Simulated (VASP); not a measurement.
# CO (P2_13) in VASP: a series of runs

Runs on CO. Level: PBEsol. Tasks: single point, relaxation of cell and atoms.

Everything below comes from runs of VASP 6.6.1. Logs are shortened: lines on timing, memory, paths and dates and some standing lists are left out, and cuts for length are marked.

## 1. The cell of the first run

It takes space group P2_13 (No. 198, cubic). The conventional cell has a = 5.706 Å, b = 5.706 Å, c = 5.706 Å, α = 90.00°, β = 90.00°, γ = 90.00°. Within 1.5 Å of C (site symmetry 3) lie 1 O at 1.13 Å. O (site symmetry 3) has 1 C at 1.13 Å within 1.5 Å.

## 2. Single point, PBEsol

INCAR

```
SYSTEM = CO
PREC     = Accurate       ! precision mode
ENCUT    = 520            ! plane-wave cutoff, eV
EDIFF    = 1E-6           ! SCF threshold, eV
ISMEAR   = 0              ! smearing method
SIGMA    = 0.1            ! smearing width, eV
LREAL    = .False.        ! projectors in reciprocal space
LASPH    = .True.         ! aspherical terms in the spheres
NELM     = 80             ! most SCF steps
ALGO     = Normal         ! electronic algorithm
ISIF     = 2              ! what is computed and relaxed
LWAVE    = .False.        ! write WAVECAR
LCHARG   = .False.        ! write CHGCAR
GGA      = PS             ! functional
NBANDS   = 30             ! bands
```

KPOINTS

```
regular mesh
0
Gamma
  4 4 4
  0 0 0
```

POSCAR

```
CO
1.0
    5.7055917331      0.0000000000      0.0000000000
    0.0000000000      5.7055917331      0.0000000000
    0.0000000000      0.0000000000      5.7055917331
C O
4 4
Direct
    0.9635712588      0.9635712588      0.9635712588
    0.5364287412      0.0364287412      0.4635712588
    0.4635712588      0.5364287412      0.0364287412
    0.0364287412      0.4635712588      0.5364287412
    0.0781861651      0.0781861651      0.0781861651
    0.4218138349      0.9218138349      0.5781861651
    0.5781861651      0.4218138349      0.9218138349
    0.9218138349      0.5781861651      0.4218138349
```

Potentials or basis: VASP PAW PBE potentials, release 64 (C, O).

Run with:

```sh
cat potpaw_PBE.64/C/POTCAR potpaw_PBE.64/O/POTCAR > POTCAR
mpirun -np 1 vasp_std > vasp.out
```

OUTCAR:

```text
SYSTEM = CO
   PREC = Accurate
   ENCUT = 520
   EDIFF = 1E-6
   ISMEAR = 0
   LREAL = .False.
   LASPH = .True.
   NELM = 80
   ISIF = 2
   GGA = PS

 ion  position               nearest neighbor table
   1  0.964  0.964  0.964-   5 1.13
   2  0.536  0.036  0.464-   6 1.13
   3  0.464  0.536  0.036-   7 1.13
   4  0.036  0.464  0.536-   8 1.13
   5  0.078  0.078  0.078-   1 1.13
   6  0.422  0.922  0.578-   2 1.13
   7  0.578  0.422  0.922-   3 1.13
   8  0.922  0.578  0.422-   4 1.13

  LATTYP: Found a simple cubic cell.
 ALAT       =     5.7055917331

  Lattice vectors:

 A1 = (   5.7055917331,   0.0000000000,   0.0000000000)
 A2 = (   0.0000000000,   5.7055917331,   0.0000000000)
 A3 = (   0.0000000000,   0.0000000000,   5.7055917331)

Analysis of symmetry for initial positions (statically):
=====================================================================
 Subroutine PRICEL returns:
 Original cell was already a primitive cell.

 Routine SETGRP: Setting up the symmetry group for a
 simple cubic supercell.

 Subroutine GETGRP returns: Found 12 space group operations
 (whereof  3 operations were pure point group operations)
 out of a pool of 48 trial point group operations.

The static configuration has the point symmetry C_3 .
 The point group associated with its full space group is T   .

Analysis of symmetry for dynamics (positions and initial velocities):
=====================================================================
 Subroutine PRICEL returns:
 Original cell was already a primitive cell.

 Routine SETGRP: Setting up the symmetry group for a
 simple cubic supercell.

 Subroutine GETGRP returns: Found 12 space group operations
 (whereof  3 operations were pure point group operations)
 out of a pool of 48 trial point group operations.

The dynamic configuration has the point symmetry C_3 .
 The point group associated with its full space group is T   .

 Subroutine INISYM returns: Found 12 space group operations
 (whereof  3 operations are pure point group operations),
 and found     1 'primitive' translations

----------------------------------------------------------------------------------------

                                     Primitive cell

  volume of cell :     185.7386

  direct lattice vectors                    reciprocal lattice vectors
     5.705591733  0.000000000  0.000000000     0.175266659  0.000000000  0.000000000
     0.000000000  5.705591733  0.000000000     0.000000000  0.175266659  0.000000000
     0.000000000  0.000000000  5.705591733     0.000000000  0.000000000  0.175266659

  length of vectors
     5.705591733  5.705591733  5.705591733     0.175266659  0.175266659  0.175266659

  position of ions in fractional coordinates (direct lattice)
     0.963571259  0.963571259  0.963571259
     0.536428741  0.036428741  0.463571259
     0.463571259  0.536428741  0.036428741
     0.036428741  0.463571259  0.536428741
     0.078186165  0.078186165  0.078186165
     0.421813835  0.921813835  0.578186165
     0.578186165  0.421813835  0.921813835
     0.921813835  0.578186165  0.421813835

  ion indices of the primitive-cell ions
   primitive index   ion index
                 1           1
                 2           2
                 3           3
                 4           4
                 5           5
                 6           6
                 7           7
                 8           8

----------------------------------------------------------------------------------------

 KPOINTS: regular mesh

Automatic generation of k-mesh.
 Grid dimensions read from file:
 generate k-points for:    4    4    4

 Generating k-lattice:

  Cartesian coordinates                     Fractional coordinates (reciprocal lattice)
     0.043816665  0.000000000  0.000000000     0.250000000  0.000000000  0.000000000
     0.000000000  0.043816665  0.000000000     0.000000000  0.250000000  0.000000000
     0.000000000  0.000000000  0.043816665     0.000000000  0.000000000  0.250000000

  Length of vectors
     0.043816665  0.043816665  0.043816665

  Shift w.r.t. Gamma in fractional coordinates (k-lattice)
     0.000000000  0.000000000  0.000000000

 Subroutine IBZKPT returns following result:
 ===========================================

 Found     11 irreducible k-points:

 Following reciprocal coordinates:
            Coordinates               Weight
  0.000000  0.000000  0.000000      1.000000
  0.250000  0.000000  0.000000      6.000000
  0.500000  0.000000  0.000000      3.000000
  0.250000  0.250000  0.000000     12.000000
  0.500000  0.250000  0.000000      6.000000
 -0.250000  0.500000  0.000000      6.000000
  0.500000  0.500000  0.000000      3.000000
  0.250000  0.250000  0.250000      8.000000
  0.500000  0.250000  0.250000     12.000000
  0.500000  0.500000  0.250000      6.000000
  0.500000  0.500000  0.500000      1.000000
   k-points           NKPTS =     11   k-points in BZ     NKDIM =     11   number of bands    NBANDS=     30
   number of dos      NEDOS =    301   number of ions     NIONS =      8
   total plane-waves  NPLWV =  74088
   dimension x,y,z NGX =    42 NGY =   42 NGZ =   42
   dimension x,y,z NGXF=    84 NGYF=   84 NGZF=   84
   ions per type =               4   4
   NGX,Y,Z   is equivalent  to a cutoff of  12.24, 12.24, 12.24 a.u.
   NGXF,Y,Z  is equivalent  to a cutoff of  24.48, 24.48, 24.48 a.u.
 SYSTEM =  CO
   PREC   = accura    normal or accurate (medium, high low for compatibility)
   ISTART =      0    job   : 0-new  1-cont  2-samecut
   ICHARG =      2    charge: 1-file 2-atom 10-const
   ISPIN  =      1    spin polarized calculation?
   LNONCOLLINEAR =      F non collinear calculations
   LSORBIT =      F    spin-orbit coupling
   LASPH  =      T    aspherical Exc in radial PAW
   ENCUT  =  520.0 eV  38.22 Ry    6.18 a.u.  10.61 10.61 10.61*2*pi/ulx,y,z
   NELM   =     80;   NELMIN=  2; NELMDL= -5     # of ELM steps
   EDIFF  = 0.1E-05   stopping-criterion for ELM
   LREAL  =      F    real-space projection
[... 7 lines left out ...]
   TEBEG  =    0.0;   TEEND  =   0.0 temperature during run
   PSTRESS=    0.0 pullay stress
   NELECT =      40.0000    total number of electrons
   NUPDOWN=      -1.0000    fix difference up-down
   EMIN   =  10.00;   EMAX   =-10.00  energy-range for DOS
   EFERMI =   0.00;   METHOD = LEGACY
   ISMEAR =     0;   SIGMA  =   0.10  broadening in eV -4-tet -1-fermi 0-gaus
   EFERMI_NEDOS =   21; number of points for ismear=-14 and -15
   IALGO  =     38    algorithm
   IMIX   =      4    mixing-type and parameters
     AMIX     =   0.40;   BMIX     =  1.00
     AMIX_MAG =   1.60;   BMIX_MAG =  1.00
  volume/ion in A,a.u.               =      23.22       156.68
  Fermi-wavevector in a.u.,A,eV,Ry     =   0.981283  1.854355 13.101264  0.962916
  Thomas-Fermi vector in A             =   2.112277
   LORBIT       =      0    0 simple, 1 ext, 2 COOP (PROOUT), +10 PAW based schemes
   GGA     = PS    functional components
   LHFCALC =     F    Hartree Fock is set to
   AEXX    =    0.0000 exact exchange contribution
   IVDW    =     0    specifies the selected vdW correction
   LEPSILON=     F    determine dielectric tensor
   LRPA    =     F    only Hartree local field effects (RPA)
 non-spin polarized calculation
 Gauss-broadening in eV      SIGMA  =   0.10
  energy-cutoff  :      520.00
  volume of cell :      185.74
 maximum number of plane-waves:      5056
   NGX = 21   NGY = 21   NGZ = 21

 number of electron      40.0000035 magnetization

 Free energy of the ion-electron system (eV)
  ---------------------------------------------------
  ext. energy  EPLUGINS =         0.00000000
  ---------------------------------------------------
  free energy    TOTEN  =       -60.72095861 eV

  energy without entropy =      -60.72095861  energy(sigma->0) =      -60.72095861

 E-fermi :  -4.7685     XC(G=0):  -6.3949

 val. band max:       -5.3119036760   @ k =   0.2500   0.0000   0.0000
 cond. band min:       0.6900113494   @ k =   0.2500   0.0000   0.0000
 fundamental gap:      6.0019150253
 Fermi energy:        -4.7684969526

 k-point     1 :       0.0000    0.0000    0.0000
  band No.  band energies     occupation
      1     -25.9568      2.00000
      2     -25.9062      2.00000
      3     -25.9062      2.00000
      4     -25.9062      2.00000
      5     -10.6741      2.00000
      6     -10.6741      2.00000
[... 22 lines left out ...]
     29       4.7714      0.00000
     30       6.8028      0.00000

 k-point     2 :       0.2500    0.0000    0.0000
  band No.  band energies     occupation
      1     -25.9506      2.00000
      2     -25.9179      2.00000
      3     -25.9053      2.00000
      4     -25.9023      2.00000
      5     -10.6974      2.00000
      6     -10.6809      2.00000
[... 22 lines left out ...]
     29       4.8208      0.00000
     30       5.8633      0.00000

 k-point     3 :       0.5000    0.0000    0.0000
  band No.  band energies     occupation
      1     -25.9351      2.00000
      2     -25.9351      2.00000
      3     -25.9032      2.00000
      4     -25.9032      2.00000
      5     -10.6945      2.00000
      6     -10.6945      2.00000
[... 22 lines left out ...]
     29       5.1541      0.00000
     30       5.1541      0.00000

 k-point     4 :       0.2500    0.2500    0.0000
  band No.  band energies     occupation
      1     -25.9452      2.00000
      2     -25.9205      2.00000
      3     -25.9078      2.00000
      4     -25.9027      2.00000
      5     -10.7005      2.00000
      6     -10.6753      2.00000
[... 187 lines left out ...]
     29       5.2865      0.00000
     30       5.2865      0.00000

 k-point    10 :       0.5000    0.5000    0.2500
  band No.  band energies     occupation
      1     -25.9257      2.00000
      2     -25.9257      2.00000
      3     -25.9119      2.00000
      4     -25.9119      2.00000
      5     -10.6753      2.00000
      6     -10.6753      2.00000
[... 22 lines left out ...]
     29       5.4303      0.00000
     30       5.4303      0.00000

 k-point    11 :       0.5000    0.5000    0.5000
  band No.  band energies     occupation
      1     -25.9185      2.00000
      2     -25.9185      2.00000
      3     -25.9185      2.00000
      4     -25.9185      2.00000
      5     -10.6485      2.00000
      6     -10.6485      2.00000
[... 22 lines left out ...]
     29       5.9089      0.00000
     30       5.9089      0.00000

------------------------ aborting loop because EDIFF is reached ----------------------------------------

  FORCE on cell =-STRESS in cart. coord.  units (eV):
  Direction    XX          YY          ZZ          XY          YZ          ZX
  --------------------------------------------------------------------------------------
  -------------------------------------------------------------------------------------
  Total        1.6306638      1.6306638      1.6306638      0.0000000      0.0000000      0.0000000
  in kB       14.0660756     14.0660756     14.0660756      0.0000000      0.0000000      0.0000000
  external PRESSURE =      14.0660756 kB  Pullay stress =       0.0000000 kB

 VOLUME and BASIS-vectors are now :
 -----------------------------------------------------------------------------
  energy-cutoff  :      520.00
  volume of cell :      185.74
      direct lattice vectors                 reciprocal lattice vectors
     5.705591733  0.000000000  0.000000000     0.175266659  0.000000000  0.000000000
     0.000000000  5.705591733  0.000000000     0.000000000  0.175266659  0.000000000
     0.000000000  0.000000000  5.705591733     0.000000000  0.000000000  0.175266659

 POSITION                                       TOTAL-FORCE (eV/Angst)
 -----------------------------------------------------------------------------------
      5.49774      5.49774      5.49774        -0.598914     -0.598914     -0.598914
      3.06064      0.20785      2.64495         0.598914      0.598914     -0.598914
      2.64495      3.06064      0.20785        -0.598914      0.598914      0.598914
      0.20785      2.64495      3.06064         0.598914     -0.598914      0.598914
      0.44610      0.44610      0.44610         0.597769      0.597769      0.597769
      2.40670      5.25949      3.29889        -0.597769     -0.597769      0.597769
      3.29889      2.40670      5.25949         0.597769     -0.597769     -0.597769
      5.25949      3.29889      2.40670        -0.597769      0.597769     -0.597769
 -----------------------------------------------------------------------------------
    total drift:                               -0.000000     -0.000000      0.000000

  FREE ENERGIE OF THE ION-ELECTRON SYSTEM (eV)
  ---------------------------------------------------
  free  energy   TOTEN  =       -60.7209586137 eV

  energy  without entropy=      -60.7209586137  energy(sigma->0) =      -60.72095861
```

Run time: 70 s. Hardware: 1 thread of Oxide Virtual Turin-like, shared host; peak memory 0.22 GiB.

What came out:

- Free energy: -60.7210 eV
- Pressure: 1.4 GPa
- Largest force: 1.037 eV/Å
- Band gap on the k mesh: 6.00 eV

Forces on the atoms (eV/Å):
```
C   -0.599 -0.599 -0.599
C    0.599  0.599 -0.599
C   -0.599  0.599  0.599
C    0.599 -0.599  0.599
O    0.598  0.598  0.598
O   -0.598 -0.598  0.598
O    0.598 -0.598 -0.598
O   -0.598  0.598 -0.598
```

Caveat: this functional lacks dispersion, which holds the molecules together, so the pressure and a relaxed volume are unreliable; the PAW data sets were made with another functional, which shifts forces and pressure a little.

## 3. Single point, PBEsol

This run uses another cell than the first one, of 26.37 Å³/atom.

INCAR

```
ALGO = Normal ; EDIFF = 1E-7
ENCUT = 520 ; GGA = PS
ISIF = 2 ; ISMEAR = 0
LASPH = T ; LCHARG = F
LREAL = F ; LWAVE = F
NBANDS = 30 ; NELM = 60
PREC = Accurate ; SIGMA = 0.02
```

KPOINTS

```
k-points
0
Gamma
  4 4 4
```

POSCAR

```
CO
1.0
    5.9526445718      0.0000000000      0.0000000000
    0.0000000000      5.9526445718      0.0000000000
    0.0000000000      0.0000000000      5.9526445718
C O
4 4
Direct
    0.9646486821      0.9646486821      0.9646486821
    0.5353513179      0.0353513179      0.4646486821
    0.4646486821      0.5353513179      0.0353513179
    0.0353513179      0.4646486821      0.5353513179
    0.0745117741      0.0745117741      0.0745117741
    0.4254882259      0.9254882259      0.5745117741
    0.5745117741      0.4254882259      0.9254882259
    0.9254882259      0.5745117741      0.4254882259
```

Potentials or basis: VASP PAW PBE potentials, release 64 (C, O).

Run with:

```sh
cat potpaw_PBE.64/C/POTCAR potpaw_PBE.64/O/POTCAR > POTCAR
mpirun -np 1 vasp_std > vasp.out
```

Wall time 2 min (1 thread of Oxide Virtual Turin-like, shared host); peak memory 0.3 GiB.

The run converged. Its results:

```yaml
Free_energy: -60.7385 eV
Pressure: 1.1 GPa
Largest_force: 1.037 eV/Å
Band_gap_on_the_k_mesh: 6.18 eV
```

Forces in eV/Å, atoms in the order of the input:
```
C   -0.599 -0.599 -0.599
C    0.599  0.599 -0.599
C   -0.599  0.599  0.599
C    0.599 -0.599  0.599
O    0.599  0.599  0.599
O   -0.599 -0.599  0.599
O    0.599 -0.599 -0.599
O   -0.599  0.599 -0.599
```

Levels at points of the mesh, in eV from the valence-band top:
```
           k point  band 18  band 19  band 20  band 21  band 22  band 23
(0.00, 0.00, 0.00)    -0.03    -0.03    -0.03     6.35     6.35     6.35
(0.50, 0.00, 0.00)    -0.43     0.00     0.00     6.20     6.20     6.75
(0.50, 0.50, 0.00)    -0.27    -0.15    -0.15     6.34     6.34     6.60
(0.50, 0.50, 0.50)    -0.22    -0.22    -0.22     6.60     6.60     6.60
```

Caveat: this functional lacks dispersion, which holds the molecules together, so the pressure and a relaxed volume are unreliable; the PAW data sets were made with another functional, which shifts forces and pressure a little. As with any semilocal functional, this PBEsol gap is likely too small.

(Continued in part 2 of 2.)
